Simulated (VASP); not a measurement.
Wanted: the native input for a VASP 6.6.1 run.

```yaml
Task: single point
Functional: PBE
Potentials_or_basis: VASP PAW PBE potentials, release 64 (F)
Cutoff: 600 eV
k_mesh: 6 × 6 × 6
Occupations: fermi-dirac, width 0.1 eV
Spin: no spin polarisation
Dipole_correction: no
Further_INCAR_settings: ALGO = Normal; EDIFF = 1e-06; NBANDS = 14
```

The structure of F lies in POSCAR:

```
F
1.0
   -2.4386116137      0.0000000000      2.4386116137
    0.0000000000      2.4386116137      2.4386116137
   -2.4386116137      2.4386116137      0.0000000000
F
2
Direct
    0.0000000000      0.0000000000      0.0000000000
    0.2500000000      0.2500000000      0.2500000000
```

The input as run:

INCAR

```
  ALGO = Normal
  EDIFF = 1E-6
  ENCUT = 600
  GGA = PE
  GGA_COMPAT = F
  ISIF = 2
  ISMEAR = -1
  LASPH = T
  LCHARG = F
  LREAL = F
  LWAVE = F
  NBANDS = 14
  NELM = 120
  PREC = Accurate
  SIGMA = 0.1
```

KPOINTS

```
k-points
0
Gamma
  6 6 6
```

Potentials or basis: VASP PAW PBE potentials, release 64 (F).

Run with:

```console
$ cat potpaw_PBE.64/F/POTCAR > POTCAR
$ mpirun -np 1 vasp_std > vasp.out
```

It gave:

| Property | Result |
| --- | --- |
| Pressure | 0.0 GPa |
| Band gap on the k mesh | zero (band 7 reaches -4.70 eV, above the bottom of band 8 at -5.65 eV) |

Caveat: the k points lie up to 0.37 Å⁻¹ apart.

Run time: 10 s on 1 thread of Intel Xeon 8259CL (shared host), peak memory 0.14 GiB.
